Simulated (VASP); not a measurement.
# In3Cu (R-3m) in VASP: a series of runs

In3Cu is run at these levels: LDA; tasks: single point.

Everything below comes from runs of VASP 6.6.1. Logs are shortened: lines on timing, memory, paths and dates and some standing lists are left out, and cuts for length are marked.

## Step 1: The cell of the first run

It takes space group R-3m (No. 166, trigonal). Conventional cell: a = 6.118 Å, b = 6.118 Å, c = 8.119 Å, α = 90.00°, β = 90.00°, γ = 120.00°. Within 4.0 Å of In (site symmetry 2/m) lie 8 In at 3.06 to 3.23 Å and 4 Cu at 3.06 to 3.23 Å. Within 4.0 Å of Cu (site symmetry -3m) lie 12 In at 3.06 to 3.23 Å.

## Step 2: Single point, LDA (21.94 Å³/atom)

The input, INCAR:

```
ALGO = Fast ; EDIFF = 1E-6
ENCUT = 520 ; ISIF = 2
ISMEAR = 0 ; LASPH = True
LCHARG = False ; LREAL = False
LWAVE = False ; NBANDS = 33
NELM = 100 ; PREC = Accurate
SIGMA = 0.15
```

The input, KPOINTS:

```
k-points
0
Gamma
  10 10 10
```

The input, POSCAR:

```
In3Cu
1.0
    4.4468471558      0.1204189193      0.1204189193
    0.1204189193      4.4468471558      0.1204189193
    0.1204189193      0.1204189193      4.4468471558
In Cu
3 1
Direct
    0.0000000000      0.5000000000      0.5000000000
    0.5000000000      0.0000000000      0.5000000000
    0.5000000000      0.5000000000      0.0000000000
    0.0000000000      0.0000000000      0.0000000000
```

Potentials or basis: VASP PAW LDA potentials, release 64 (In_d, Cu).

On the command line:

```sh
$ cat potpaw_LDA.64/In_d/POTCAR potpaw_LDA.64/Cu/POTCAR > POTCAR
$ mpirun -np 1 vasp_std > vasp.out
```

OUTCAR:

```text
EDIFF = 1E-6
   ENCUT = 520
   ISIF = 2
   ISMEAR = 0
   LASPH = True
   LREAL = False
   NELM = 100
   PREC = Accurate

 ion  position               nearest neighbor table
   1  0.000  0.500  0.500-   3 3.06   4 3.06   2 3.06   4 3.06   2 3.06   3 3.06   2 3.23   4 3.23
                             3 3.23   4 3.23   3 3.23   2 3.23
   2  0.500  0.000  0.500-   3 3.06   4 3.06   1 3.06   3 3.06   1 3.06   4 3.06   1 3.23   3 3.23
                             3 3.23   4 3.23   4 3.23   1 3.23
   3  0.500  0.500  0.000-   1 3.06   2 3.06   2 3.06   4 3.06   1 3.06   4 3.06   1 3.23   2 3.23
                             2 3.23   4 3.23   1 3.23   4 3.23
   4  0.000  0.000  0.000-   1 3.06   2 3.06   1 3.06   3 3.06   2 3.06   3 3.06   1 3.23   1 3.23
                             2 3.23   3 3.23   2 3.23   3 3.23

  LATTYP: Found a trigonal (rhomboedric) cell.
 ALAT       =     4.4501068593
 COS(alpha) =     0.0548121522

  Lattice vectors:

 A1 = (   4.4468471558,   0.1204189193,   0.1204189193)
 A2 = (   0.1204189193,   4.4468471558,   0.1204189193)
 A3 = (   0.1204189193,   0.1204189193,   4.4468471558)

Analysis of symmetry for initial positions (statically):
=====================================================================
 Subroutine PRICEL returns:
 Original cell was already a primitive cell.

 Routine SETGRP: Setting up the symmetry group for a
 trigonal (rhombohedral) supercell.

 Subroutine GETGRP returns: Found 12 space group operations
 (whereof 12 operations were pure point group operations)
 out of a pool of 12 trial point group operations.

The static configuration has the point symmetry D_3d.

Analysis of symmetry for dynamics (positions and initial velocities):
=====================================================================
 Subroutine PRICEL returns:
 Original cell was already a primitive cell.

 Routine SETGRP: Setting up the symmetry group for a
 trigonal (rhombohedral) supercell.

 Subroutine GETGRP returns: Found 12 space group operations
 (whereof 12 operations were pure point group operations)
 out of a pool of 12 trial point group operations.

The dynamic configuration has the point symmetry D_3d.

 Subroutine INISYM returns: Found 12 space group operations
 (whereof 12 operations are pure point group operations),
 and found     1 'primitive' translations

----------------------------------------------------------------------------------------

                                     Primitive cell

  volume of cell :      87.7440

  direct lattice vectors                    reciprocal lattice vectors
     4.446847156  0.120418919  0.120418919     0.225200001 -0.005937543 -0.005937543
     0.120418919  4.446847156  0.120418919    -0.005937543  0.225200001 -0.005937543
     0.120418919  0.120418919  4.446847156    -0.005937543 -0.005937543  0.225200001

  length of vectors
     4.450106859  4.450106859  4.450106859     0.225356494  0.225356494  0.225356494

  position of ions in fractional coordinates (direct lattice)
     0.000000000  0.500000000  0.500000000
     0.500000000  0.000000000  0.500000000
     0.500000000  0.500000000  0.000000000
     0.000000000  0.000000000  0.000000000

  ion indices of the primitive-cell ions
   primitive index   ion index
                 1           1
                 2           2
                 3           3
                 4           4

----------------------------------------------------------------------------------------

 KPOINTS: k-points

Automatic generation of k-mesh.
 Grid dimensions read from file:
 generate k-points for:   10   10   10

 Generating k-lattice:

  Cartesian coordinates                     Fractional coordinates (reciprocal lattice)
     0.022520000 -0.000593754 -0.000593754     0.100000000  0.000000000  0.000000000
    -0.000593754  0.022520000 -0.000593754     0.000000000  0.100000000  0.000000000
    -0.000593754 -0.000593754  0.022520000     0.000000000  0.000000000  0.100000000

  Length of vectors
     0.022535649  0.022535649  0.022535649

  Shift w.r.t. Gamma in fractional coordinates (k-lattice)
     0.000000000  0.000000000  0.000000000

 Subroutine IBZKPT returns following result:
 ===========================================

 Found    116 irreducible k-points:

 Following reciprocal coordinates:
            Coordinates               Weight
  0.000000  0.000000  0.000000      1.000000
  0.100000 -0.000000 -0.000000      6.000000
  0.200000 -0.000000 -0.000000      6.000000
  0.300000  0.000000  0.000000      6.000000
  0.400000 -0.000000  0.000000      6.000000
  0.500000  0.000000  0.000000      3.000000
[... 16 lines left out ...]
  0.300000  0.300000  0.000000      6.000000
  0.400000  0.300000  0.000000     12.000000
 [... further k-points ...]
   k-points           NKPTS =    116   k-points in BZ     NKDIM =    116   number of bands    NBANDS=     33
   number of dos      NEDOS =    301   number of ions     NIONS =      4
   total plane-waves  NPLWV =  46656
   dimension x,y,z NGX =    36 NGY =   36 NGZ =   36
   dimension x,y,z NGXF=    72 NGYF=   72 NGZF=   72
   ions per type =               3   1
   NGX,Y,Z   is equivalent  to a cutoff of  13.45, 13.45, 13.45 a.u.
   NGXF,Y,Z  is equivalent  to a cutoff of  26.90, 26.90, 26.90 a.u.
 SYSTEM =  unknown system
   PREC   = accura    normal or accurate (medium, high low for compatibility)
   ISTART =      0    job   : 0-new  1-cont  2-samecut
   ICHARG =      2    charge: 1-file 2-atom 10-const
   ISPIN  =      1    spin polarized calculation?
   LNONCOLLINEAR =      F non collinear calculations
   LSORBIT =      F    spin-orbit coupling
   LASPH  =      T    aspherical Exc in radial PAW
   ENCUT  =  520.0 eV  38.22 Ry    6.18 a.u.   8.27  8.27  8.27*2*pi/ulx,y,z
   NELM   =    100;   NELMIN=  2; NELMDL= -5     # of ELM steps
   EDIFF  = 0.1E-05   stopping-criterion for ELM
   LREAL  =      F    real-space projection
   EDIFFG = 0.1E-04   stopping-criterion for IOM
   NSW    =      0    number of steps for IOM
   IBRION =     -1    ionic relax: 0-MD 1-quasi-New 2-CG
   NFREE  =      0    steps in history (QN), initial steepest desc. (CG)
   ISIF   =      2    stress and relaxation
   ISYM   =      2    0-nonsym 1-usesym 2-fastsym
   POTIM  = 0.5000    time-step for ionic-motion
   TEBEG  =    0.0;   TEEND  =   0.0 temperature during run
   PSTRESS=    0.0 pullay stress
   NELECT =      50.0000    total number of electrons
   NUPDOWN=      -1.0000    fix difference up-down
   EMIN   =  10.00;   EMAX   =-10.00  energy-range for DOS
   EFERMI =   0.00;   METHOD = LEGACY
   ISMEAR =     0;   SIGMA  =   0.15  broadening in eV -4-tet -1-fermi 0-gaus
   EFERMI_NEDOS =   21; number of points for ismear=-14 and -15
   IALGO  =     68    algorithm
   IMIX   =      4    mixing-type and parameters
     AMIX     =   0.40;   BMIX     =  1.00
     AMIX_MAG =   1.60;   BMIX_MAG =  1.00
  volume/ion in A,a.u.               =      21.94       148.03
  Fermi-wavevector in a.u.,A,eV,Ry     =   1.357247  2.564826 25.063572  1.842121
  Thomas-Fermi vector in A             =   2.484182
   LORBIT       =      0    0 simple, 1 ext, 2 COOP (PROOUT), +10 PAW based schemes
   GGA     = CA    functional components
   LHFCALC =     F    Hartree Fock is set to
   AEXX    =    0.0000 exact exchange contribution
   IVDW    =     0    specifies the selected vdW correction
   LEPSILON=     F    determine dielectric tensor
   LRPA    =     F    only Hartree local field effects (RPA)
 non-spin polarized calculation
 RMM-DIIS sequential band-by-band and
 Gauss-broadening in eV      SIGMA  =   0.15
  energy-cutoff  :      520.00
  volume of cell :       87.74
 maximum number of plane-waves:      2381
 NGX is ok and might be reduce to    36
   NGX = 17   NGY = 17   NGZ = 17

 number of electron      50.0000032 magnetization

 Free energy of the ion-electron system (eV)
  ---------------------------------------------------
  ext. energy  EPLUGINS =         0.00000000
  ---------------------------------------------------
  free energy    TOTEN  =       -13.52970309 eV

  energy without entropy =      -13.51180942  energy(sigma->0) =      -13.52075626

 E-fermi :   7.5681     XC(G=0): -11.0407

 val. band max:        7.5323797542   @ k =  -0.4000   0.5000   0.4000
 cond. band min:       7.5717386303   @ k =   0.5000   0.0000   0.0000
 fundamental gap:      0.0393588760
 Fermi energy:         7.5680897123

 k-point     1 :       0.0000    0.0000    0.0000
  band No.  band energies     occupation
      1      -7.4269      2.00000
      2      -7.3525      2.00000
      3      -7.3430      2.00000
      4      -7.3430      2.00000
      5      -7.1054      2.00000
      6      -7.1054      2.00000
[... 25 lines left out ...]
     32      13.9603      0.00000
     33      13.9603      0.00000

 k-point     2 :       0.1000   -0.0000   -0.0000
  band No.  band energies     occupation
      1      -7.4131      2.00000
      2      -7.3407      2.00000
      3      -7.3346      2.00000
      4      -7.3262      2.00000
      5      -7.1023      2.00000
      6      -7.0939      2.00000
[... 25 lines left out ...]
     32      13.4616      0.00000
     33      13.9680      0.00000

 k-point     3 :       0.2000   -0.0000   -0.0000
  band No.  band energies     occupation
      1      -7.3801      2.00000
      2      -7.3152      2.00000
      3      -7.2961      2.00000
      4      -7.2771      2.00000
      5      -7.0941      2.00000
      6      -7.0614      2.00000
[... 25 lines left out ...]
     32      12.7403      0.00000
     33      14.2479      0.00000

 k-point     4 :       0.3000    0.0000    0.0000
  band No.  band energies     occupation
      1      -7.3522      2.00000
      2      -7.2629      2.00000
      3      -7.2314      2.00000
      4      -7.1994      2.00000
      5      -7.0819      2.00000
      6      -7.0137      2.00000
[... 673 lines left out ...]
     32      12.7700      0.00000
     33      13.1911      0.00000

 k-point    23 :       0.3000    0.3000    0.0000
  band No.  band energies     occupation
      1      -7.2936      2.00000
      2      -7.2460      2.00000
      3      -7.1562      2.00000
      4      -7.1422      2.00000
      5      -7.0343      2.00000
      6      -6.9837      2.00000
[... 25 lines left out ...]
     32      12.9576      0.00000
     33      13.5352      0.00000

 k-point    24 :       0.4000    0.3000    0.0000
  band No.  band energies     occupation
      1      -7.2541      2.00000
      2      -7.2191      2.00000
      3      -7.0931      2.00000
      4      -7.0888      2.00000
      5      -7.0374      2.00000
      6      -6.9857      2.00000
[... 25 lines left out ...]
     32      13.2893      0.00000
     33      14.3804      0.00000

 [... further k-points ...]
[... 5 lines left out ...]
  --------------------------------------------------------------------------------------
  -------------------------------------------------------------------------------------
  Total       -2.1357554     -2.1357554     -2.1357554     -0.2029212     -0.2029212     -0.2029212
  in kB      -38.9982087    -38.9982087    -38.9982087     -3.7052766     -3.7052766     -3.7052766
  external PRESSURE =     -38.9982087 kB  Pullay stress =       0.0000000 kB

 VOLUME and BASIS-vectors are now :
 -----------------------------------------------------------------------------
  energy-cutoff  :      520.00
  volume of cell :       87.74
      direct lattice vectors                 reciprocal lattice vectors
     4.446847156  0.120418919  0.120418919     0.225200001 -0.005937543 -0.005937543
     0.120418919  4.446847156  0.120418919    -0.005937543  0.225200001 -0.005937543
     0.120418919  0.120418919  4.446847156    -0.005937543 -0.005937543  0.225200001

 POSITION                                       TOTAL-FORCE (eV/Angst)
 -----------------------------------------------------------------------------------
      0.12042      2.28363      2.28363        -0.000000     -0.000000     -0.000000
      2.28363      0.12042      2.28363         0.000000      0.000000      0.000000
      2.28363      2.28363      0.12042        -0.000000     -0.000000     -0.000000
      0.00000      0.00000      0.00000        -0.000000      0.000000     -0.000000
 -----------------------------------------------------------------------------------
    total drift:                                0.000000      0.000000      0.000000

  FREE ENERGIE OF THE ION-ELECTRON SYSTEM (eV)
  ---------------------------------------------------
  free  energy   TOTEN  =       -13.5297030908 eV

  energy  without entropy=      -13.5118094245  energy(sigma->0) =      -13.52075626
```

It took 9.6 min on 1 thread of Intel Xeon 8259CL, shared host; peak memory 0.38 GiB.

Results:

| Quantity | Value |
| --- | --- |
| Free energy | -13.5297 eV |
| Pressure | -3.9 GPa |
| Band gap on the k mesh | zero (bands 25 and 26 overlap by 3.72 eV) |

Stress tensor (GPa, compression positive):
```
-3.90 -0.37 -0.37
-0.37 -3.90 -0.37
-0.37 -0.37 -3.90
```

Caveat: the cell stands under tension; spin-orbit coupling is left out, which moves the levels of the heavy elements.

## Step 3: Single point, LDA (21.94 Å³/atom)

The input, INCAR:

```
PREC = Accurate ; ENCUT = 520
EDIFF = 1E-7 ; ISMEAR = 0
SIGMA = 0.15 ; LREAL = False
LASPH = True ; NELM = 60
ALGO = Fast ; ISIF = 2
LWAVE = False ; LCHARG = False
NBANDS = 33
```

The input, KPOINTS:

```
Automatic mesh
0
Gamma
  10 10 10
```

The input, POSCAR:

```
In3Cu
1.0
    4.4450616554      0.0798827735      0.0798827735
    0.0798827735      4.4450616554      0.0798827735
    0.0798827735      0.0798827735      4.4450616554
In Cu
3 1
Direct
    0.0000000000      0.5000000000      0.5000000000
    0.5000000000      0.0000000000      0.5000000000
    0.5000000000      0.5000000000      0.0000000000
    0.0000000000      0.0000000000      0.0000000000
```

Potentials or basis: VASP PAW LDA potentials, release 64 (In_d, Cu).

On the command line:

```sh
$ cat potpaw_LDA.64/In_d/POTCAR potpaw_LDA.64/Cu/POTCAR > POTCAR
$ mpirun -np 1 vasp_std > vasp.out
```

It took 12 min on 1 thread of Intel Xeon 8259CL, shared host; peak memory 0.38 GiB.

It converged, with:

| Property | Result |
| --- | --- |
| Free energy | -13.5390 eV |
| Pressure | -4.0 GPa |
| Band gap on the k mesh | zero (bands 25 and 26 overlap by 3.97 eV) |

Stress tensor (GPa, compression positive):
```
-3.97 -0.25 -0.25
-0.25 -3.97 -0.25
-0.25 -0.25 -3.97
```

Levels at points of the mesh, in eV from the Fermi level:
```tsv
k point	band 22	band 23	band 24	band 25	band 26	band 27	band 28	band 29
(0.00, 0.00, 0.00)	-1.97	-1.83	-1.83	-0.70	-0.70	0.61	4.68	4.68
(0.50, 0.00, 0.00)	-2.50	-0.76	0.18	0.62	1.14	1.17	1.22	2.42
(0.50, 0.50, 0.00)	-2.49	-2.40	-2.28	2.08	2.15	2.95	3.10	3.14
(0.50, 0.50, 0.50)	-2.85	-2.46	-2.46	-2.03	-1.88	-1.88	-1.13	9.52
```

Caveat: the cell stands under tension; spin-orbit coupling is left out, which moves the levels of the heavy elements.

(Part 1 of 2 ends here.)
